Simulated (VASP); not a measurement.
Set up this calculation in VASP 6.6.1, as the native input.

```yaml
Task: single point
Functional: PBE
Dispersion: D3(BJ)
Potentials_or_basis: VASP PAW PBE potentials, release 64 (Al)
Cutoff: 520 eV
k_mesh: 18 × 18 × 4
Occupations: gaussian, width 0.15 eV
Spin: no spin polarisation
Dipole_correction: no
Further_INCAR_settings: ALGO = Fast; EDIFF = 1e-06; NBANDS = 14
```

The structure of Al lies in POSCAR:

```
Al
1.0
    2.8144222649      0.0000000000      0.0000000000
   -1.4072111325      2.4373611784      0.0000000000
    0.0000000000      0.0000000000      9.2410470711
Al
4
Direct
   -0.1389776423     -0.0622804701      0.0000000000
    0.3333333333      0.6666666667      0.2500000000
    0.1389776423      0.0622804701      0.5000000000
    0.6666666667      0.3333333333      0.7500000000
```

This cell differs from its parent crystal: atoms displaced along several vibrational modes.

One way to write it, as run:

INCAR

```
PREC = Accurate
ENCUT = 520
EDIFF = 1E-6
ISMEAR = 0
SIGMA = 0.15
LREAL = False
LASPH = True
NELM = 60
ALGO = Fast
ISIF = 2
LWAVE = False
LCHARG = True
GGA = PE
IVDW = 12
LELF = True
LVHAR = True
NBANDS = 14
```

KPOINTS

```
Automatic mesh
0
Gamma
  18 18 4
```

Potentials or basis: VASP PAW PBE potentials, release 64 (Al).

The run is started by

```bash
$ cat potpaw_PBE.64/Al/POTCAR > POTCAR
$ mpirun -np 1 vasp_std > vasp.out
```

It gave:

| Property | Result |
| --- | --- |
| Pressure | 1.0 GPa |
| Largest force | 0.299 eV/Å |
| Band gap on the k mesh | zero (bands 6 and 7 overlap by 5.53 eV) |
| Dispersion energy per atom | -0.351 eV |

Caveat: the cell differs from its parent crystal (atoms displaced along several vibrational modes).

It took 9.8 min on 1 thread of Intel Xeon 8259CL, on a shared host, peak memory 0.45 GiB.
